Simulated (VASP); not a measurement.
# Co (P-3m1) in VASP: single point with PBE+U

Aim: the single point of Co with PBE+U.

Program: VASP 6.6.1. These are calculated values, not measurements. Logs are shortened: lines on timing, memory, paths and dates and some standing lists are left out, and cuts for length are marked.

## Step 1: The cell of the first run

Symmetry: P-3m1, No. 164, trigonal system. The conventional cell has a = 2.487 Å, b = 2.487 Å, c = 4.063 Å, α = 90.00°, β = 90.00°, γ = 120.00°. Co (site symmetry 3m) has 12 Co at 2.42 to 2.55 Å within 3.2 Å.

## Step 2: Single point, PBE+U, collinear spin, antiferromagnetic start

INCAR reads:

```
SYSTEM = Co
  ALGO = Normal
  EDIFF = 1E-6
  ENCUT = 520
  GGA = PE
  ISIF = 2
  ISMEAR = -1
  ISPIN = 2
  LASPH = .TRUE.
  LCHARG = .FALSE.
  LDAU = .TRUE.
  LDAUJ = 0
  LDAUL = 2
  LDAUPRINT = 1
  LDAUTYPE = 2
  LDAUU = 5
  LMAXMIX = 4
  LORBIT = 11
  LREAL = .FALSE.
  LWAVE = .FALSE.
  MAGMOM = 2 -2
  NBANDS = 20
  NELM = 150
  PREC = Accurate
  SIGMA = 0.08
```

KPOINTS reads:

```
k-points
0
G
  15 15 8
  0 0 0
```

POSCAR reads:

```
Co
1.0
    2.4873648738      0.0000000000      0.0000000000
   -1.2436824369      2.1541211692      0.0000000000
    0.0000000000      0.0000000000      4.0632895034
Co
2
Direct
    0.6666666667      0.3333333333      0.2598610000
    0.3333333333      0.6666666667      0.7401390000
```

Potentials or basis: VASP PAW PBE potentials, release 64 (Co).

On the command line:

```sh
$ cat potpaw_PBE.64/Co/POTCAR > POTCAR
$ mpirun -np 1 vasp_std > vasp.out
```

OUTCAR:

```text
SYSTEM = Co
   EDIFF = 1E-6
   ENCUT = 520
   GGA = PE
   ISIF = 2
   ISMEAR = -1
   ISPIN = 2
   LASPH = .TRUE.
   LORBIT = 11
   LREAL = .FALSE.
   NELM = 150
   PREC = Accurate

 ion  position               nearest neighbor table
   1  0.667  0.333  0.260-   2 2.42   2 2.42   2 2.42   2 2.55   2 2.55   2 2.55
   2  0.333  0.667  0.740-   1 2.42   1 2.42   1 2.42   1 2.55   1 2.55   1 2.55

  LATTYP: Found a hexagonal cell.
 ALAT       =     2.4873648738
 C/A-ratio  =     1.6335719565

  Lattice vectors:

 A1 = (   2.4873648738,   0.0000000000,   0.0000000000)
 A2 = (  -1.2436824369,   2.1541211692,   0.0000000000)
 A3 = (   0.0000000000,   0.0000000000,   4.0632895034)

Analysis of symmetry for initial positions (statically):
=====================================================================
 Subroutine PRICEL returns:
 Original cell was already a primitive cell.

 Routine SETGRP: Setting up the symmetry group for a
 hexagonal supercell.

 Subroutine GETGRP returns: Found 12 space group operations
 (whereof 12 operations were pure point group operations)
 out of a pool of 24 trial point group operations.

The static configuration has the point symmetry D_3d.

Analysis of symmetry for dynamics (positions and initial velocities):
=====================================================================
 Subroutine PRICEL returns:
 Original cell was already a primitive cell.

 Routine SETGRP: Setting up the symmetry group for a
 hexagonal supercell.

 Subroutine GETGRP returns: Found 12 space group operations
 (whereof 12 operations were pure point group operations)
 out of a pool of 24 trial point group operations.

The dynamic configuration has the point symmetry D_3d.

Analysis of structural, dynamic, and magnetic symmetry:
=====================================================================
 Subroutine PRICEL returns:
 Original cell was already a primitive cell.

 Routine SETGRP: Setting up the symmetry group for a
 hexagonal supercell.

 Subroutine GETGRP returns: Found 12 space group operations
 (whereof 12 operations were pure point group operations)
 out of a pool of 24 trial point group operations.

The overall configuration has the point symmetry D_3d.

 Subroutine INISYM returns: Found 12 space group operations
 (whereof 12 operations are pure point group operations),
 and found     1 'primitive' translations

----------------------------------------------------------------------------------------

                                     Primitive cell

  volume of cell :      21.7715

  direct lattice vectors                    reciprocal lattice vectors
     2.487364874  0.000000000  0.000000000     0.402031889  0.232113220  0.000000000
    -1.243682437  2.154121169  0.000000000     0.000000000  0.464226439  0.000000000
     0.000000000  0.000000000  4.063289503     0.000000000  0.000000000  0.246106018

  length of vectors
     2.487364874  2.487364874  4.063289503     0.464226439  0.464226439  0.246106018

  position of ions in fractional coordinates (direct lattice)
     0.666666667  0.333333333  0.259861000
     0.333333333  0.666666667  0.740139000

  ion indices of the primitive-cell ions
   primitive index   ion index
                 1           1
                 2           2

[... 109 lines left out ...]
 maximum number of plane-waves:       600
   NGX =  9   NGY =  9   NGZ = 15

 number of electron      17.9999997 magnetization       0.0000000

atom =   1  type =  1  l = 2

 onsite density matrix

spin component  1

  0.9343  0.0000 -0.0000  0.0003  0.0000
  0.0000  0.9453  0.0000  0.0000  0.0003
 -0.0000  0.0000  0.9184  0.0000  0.0000
  0.0003  0.0000  0.0000  0.9453  0.0000
  0.0000  0.0003  0.0000  0.0000  0.9343

spin component  2

  0.7735  0.0000 -0.0000 -0.0310 -0.0000
  0.0000  0.1197 -0.0000 -0.0000 -0.0310
 -0.0000 -0.0000  0.9168  0.0000  0.0000
 -0.0310 -0.0000  0.0000  0.1197  0.0000
 -0.0000 -0.0310  0.0000  0.0000  0.7735

 occupancies and eigenvectors

  o =  0.1182  v =  0.0000  0.0000  0.0000  0.0000  0.0000 -0.0472  0.0000 -0.0000 -0.9989  0.0000      0.0000  0.0000  0.0000  0.0000  0.0000  0.0000  0.0000  0.0000  0.0000  0.0000
  o =  0.1182  v =  0.0000  0.0000  0.0000  0.0000  0.0000 -0.0000 -0.9989  0.0000 -0.0000 -0.0472      0.0000  0.0000  0.0000  0.0000  0.0000  0.0000  0.0000  0.0000  0.0000  0.0000
  o =  0.7750  v =  0.0000  0.0000  0.0000  0.0000  0.0000  0.9989  0.0000 -0.0000 -0.0472 -0.0000      0.0000  0.0000  0.0000  0.0000  0.0000  0.0000  0.0000  0.0000  0.0000  0.0000
  o =  0.7750  v =  0.0000  0.0000  0.0000  0.0000  0.0000 -0.0000  0.0472  0.0000 -0.0000 -0.9989      0.0000  0.0000  0.0000  0.0000  0.0000  0.0000  0.0000  0.0000  0.0000  0.0000
  o =  0.9168  v =  0.0000  0.0000  0.0000  0.0000  0.0000  0.0000 -0.0000  1.0000 -0.0000  0.0000      0.0000  0.0000  0.0000  0.0000  0.0000  0.0000  0.0000  0.0000  0.0000  0.0000
  o =  0.9184  v = -0.0000 -0.0000 -1.0000  0.0000  0.0000  0.0000  0.0000  0.0000  0.0000  0.0000      0.0000  0.0000  0.0000  0.0000  0.0000  0.0000  0.0000  0.0000  0.0000  0.0000
  o =  0.9343  v =  0.9996  0.0000 -0.0000 -0.0297 -0.0014  0.0000  0.0000  0.0000  0.0000  0.0000      0.0000  0.0000  0.0000  0.0000  0.0000  0.0000  0.0000  0.0000  0.0000  0.0000
  o =  0.9343  v = -0.0014  0.0297 -0.0000  0.0000 -0.9996  0.0000  0.0000  0.0000  0.0000  0.0000      0.0000  0.0000  0.0000  0.0000  0.0000  0.0000  0.0000  0.0000  0.0000  0.0000
  o =  0.9453  v = -0.0297  0.0000 -0.0000 -0.9996  0.0000  0.0000  0.0000  0.0000  0.0000  0.0000      0.0000  0.0000  0.0000  0.0000  0.0000  0.0000  0.0000  0.0000  0.0000  0.0000
  o =  0.9453  v =  0.0000  0.9996  0.0000  0.0000  0.0297  0.0000  0.0000  0.0000  0.0000  0.0000      0.0000  0.0000  0.0000  0.0000  0.0000  0.0000  0.0000  0.0000  0.0000  0.0000

atom =   2  type =  1  l = 2

 onsite density matrix

spin component  1

  0.7735  0.0000 -0.0000 -0.0310 -0.0000
  0.0000  0.1197 -0.0000 -0.0000 -0.0310
 -0.0000 -0.0000  0.9168  0.0000  0.0000
 -0.0310 -0.0000  0.0000  0.1197  0.0000
 -0.0000 -0.0310  0.0000  0.0000  0.7735

spin component  2

  0.9343 -0.0000 -0.0000  0.0003  0.0000
 -0.0000  0.9453  0.0000  0.0000  0.0003
 -0.0000  0.0000  0.9184  0.0000  0.0000
  0.0003  0.0000  0.0000  0.9453 -0.0000
  0.0000  0.0003  0.0000 -0.0000  0.9343

 occupancies and eigenvectors

  o =  0.1182  v = -0.0472 -0.0000  0.0000 -0.9989 -0.0000  0.0000  0.0000  0.0000  0.0000  0.0000      0.0000  0.0000  0.0000  0.0000  0.0000  0.0000  0.0000  0.0000  0.0000  0.0000
  o =  0.1182  v = -0.0000  0.9989 -0.0000 -0.0000  0.0472  0.0000  0.0000  0.0000  0.0000  0.0000      0.0000  0.0000  0.0000  0.0000  0.0000  0.0000  0.0000  0.0000  0.0000  0.0000
  o =  0.7750  v =  0.9989  0.0000 -0.0000 -0.0472 -0.0000  0.0000  0.0000  0.0000  0.0000  0.0000      0.0000  0.0000  0.0000  0.0000  0.0000  0.0000  0.0000  0.0000  0.0000  0.0000
  o =  0.7750  v =  0.0000 -0.0472 -0.0000  0.0000  0.9989  0.0000  0.0000  0.0000  0.0000  0.0000      0.0000  0.0000  0.0000  0.0000  0.0000  0.0000  0.0000  0.0000  0.0000  0.0000
  o =  0.9168  v =  0.0000 -0.0000  1.0000  0.0000  0.0000  0.0000  0.0000  0.0000  0.0000  0.0000      0.0000  0.0000  0.0000  0.0000  0.0000  0.0000  0.0000  0.0000  0.0000  0.0000
  o =  0.9184  v =  0.0000  0.0000  0.0000  0.0000  0.0000 -0.0000 -0.0000 -1.0000  0.0000  0.0000      0.0000  0.0000  0.0000  0.0000  0.0000  0.0000  0.0000  0.0000  0.0000  0.0000
  o =  0.9343  v =  0.0000  0.0000  0.0000  0.0000  0.0000  0.9996  0.0001 -0.0000 -0.0297 -0.0040      0.0000  0.0000  0.0000  0.0000  0.0000  0.0000  0.0000  0.0000  0.0000  0.0000
  o =  0.9343  v =  0.0000  0.0000  0.0000  0.0000  0.0000 -0.0040  0.0297 -0.0000  0.0001 -0.9996      0.0000  0.0000  0.0000  0.0000  0.0000  0.0000  0.0000  0.0000  0.0000  0.0000
  o =  0.9453  v =  0.0000  0.0000  0.0000  0.0000  0.0000  0.0297  0.0000  0.0000  0.9996  0.0000      0.0000  0.0000  0.0000  0.0000  0.0000  0.0000  0.0000  0.0000  0.0000  0.0000
  o =  0.9453  v =  0.0000  0.0000  0.0000  0.0000  0.0000  0.0000 -0.9996 -0.0000  0.0000 -0.0297      0.0000  0.0000  0.0000  0.0000  0.0000  0.0000  0.0000  0.0000  0.0000  0.0000

 number of electron      17.9999997 magnetization      -0.0000000

 Free energy of the ion-electron system (eV)
  ---------------------------------------------------
  ext. energy  EPLUGINS =         0.00000000
  ---------------------------------------------------
  free energy    TOTEN  =        -6.39417389 eV

  energy without entropy =       -6.34637247  energy(sigma->0) =       -6.37027318

 E-fermi :  10.4887     XC(G=0): -13.2929

 val. band max:       10.4877002985   @ k =   0.0000   0.4000   0.1250
 cond. band min:      10.4906499380   @ k =   0.2667   0.0667   0.1250
 fundamental gap:      0.0029496395
 Fermi energy:        10.4886652201

 spin component 1

 k-point     1 :       0.0000    0.0000    0.0000
  band No.  band energies     occupation
      1       1.3642      1.00000
      2       4.1111      1.00000
      3       6.3060      1.00000
      4       6.3060      1.00000
      5       6.5137      1.00000
      6       6.5137      1.00000
[... 1097 lines left out ...]
     19      29.6838      0.00000
     20      38.1466      0.00000

 [... further k-points ...]
[... 5 lines left out ...]
  --------------------------------------------------------------------------------------
  -------------------------------------------------------------------------------------
  Total        2.2233257      2.2233257      6.8042206      0.0000000      0.0000000      0.0000000
  in kB      163.6161884    163.6161884    500.7276502      0.0000000      0.0000000      0.0000000
  external PRESSURE =     275.9866756 kB  Pullay stress =       0.0000000 kB

 VOLUME and BASIS-vectors are now :
 -----------------------------------------------------------------------------
  energy-cutoff  :      520.00
  volume of cell :       21.77
      direct lattice vectors                 reciprocal lattice vectors
     2.487364874  0.000000000  0.000000000     0.402031889  0.232113220  0.000000000
    -1.243682437  2.154121169  0.000000000     0.000000000  0.464226439  0.000000000
     0.000000000  0.000000000  4.063289503     0.000000000  0.000000000  0.246106018

 POSITION                                       TOTAL-FORCE (eV/Angst)
 -----------------------------------------------------------------------------------
      1.24368      0.71804      1.05589         0.000000      0.000000     -1.176966
     -0.00000      1.43608      3.00740        -0.000000      0.000000      1.176966
 -----------------------------------------------------------------------------------
    total drift:                                0.000000     -0.000000     -0.000000

  FREE ENERGIE OF THE ION-ELECTRON SYSTEM (eV)
  ---------------------------------------------------
  free  energy   TOTEN  =        -6.3941738898 eV

  energy  without entropy=       -6.3463724731  energy(sigma->0) =       -6.37027318

 total charge

# of ion       s       p       d       tot
------------------------------------------
    1        0.498   0.519   7.352   8.369
    2        0.498   0.519   7.352   8.369
--------------------------------------------------
tot          0.995   1.039  14.703  16.737

 magnetization (x)

# of ion       s       p       d       tot
------------------------------------------
    1        0.013   0.001   1.973   1.987
    2       -0.013  -0.001  -1.973  -1.987
--------------------------------------------------
tot          0.000   0.000  -0.000  -0.000
```

It took 5.6 min on 1 thread of AMD EPYC 7R43 (Zen 3), shared host; peak memory 0.18 GiB.

Results:

| Property | Result |
| --- | --- |
| Free energy | -6.3942 eV |
| Pressure | 27.6 GPa |
| Largest force | 1.177 eV/Å |
| Band gap on the k mesh | zero (filled and empty bands overlap) |
| Net moment | 0.00 μB per cell |
| Site moments | Co +1.99, -1.99 μB |
| Valence electrons inside the program's atomic spheres | Co 8.37 |

Forces in eV/Å, atoms in the order of the input:
```
Co   0.000  0.000 -1.177
Co   0.000  0.000  1.177
```

Levels at points of the mesh, in eV from the Fermi level:
Spin up:
| k point | band 7 | band 8 | band 9 | band 10 | band 11 | band 12 |
| --- | --- | --- | --- | --- | --- | --- |
| (0.00, 0.00, 0.00) | -3.94 | -1.69 | -1.69 | -0.58 | 3.06 | 3.06 |
| (0.00, 0.00, 0.50) | -4.00 | -3.73 | -1.56 | -1.56 | 3.06 | 3.06 |
Spin down:
| k point | band 5 | band 6 | band 7 | band 8 | band 9 | band 10 | band 11 | band 12 | band 13 | band 14 |
| --- | --- | --- | --- | --- | --- | --- | --- | --- | --- | --- |
| (0.00, 0.00, 0.00) | -3.97 | -3.97 | -3.94 | -1.69 | -1.69 | -0.58 | 3.06 | 3.06 | 5.66 | 21.54 |
| (0.00, 0.00, 0.50) | -4.27 | -4.00 | -4.00 | -3.73 | -1.56 | -1.56 | 3.06 | 3.06 | 13.41 | 14.28 |

Eigenvalues of the final occupation matrices:
| site | spin | trace | eigenvalues |
| --- | --- | --- | --- |
| site 1 d | 1 | 4.68 | 0.92 0.93 0.93 0.95 0.95 |
| site 1 d | 2 | 2.70 | 0.12 0.12 0.77 0.77 0.92 |
| site 2 d | 1 | 2.70 | 0.12 0.12 0.77 0.77 0.92 |
| site 2 d | 2 | 4.68 | 0.92 0.93 0.93 0.95 0.95 |

Caveat: the cell stands under pressure; the U is typed as a test and isn't derived for this compound; forces of over 1 eV/Å act on the atoms, so gaps and moduli don't describe the material at rest.
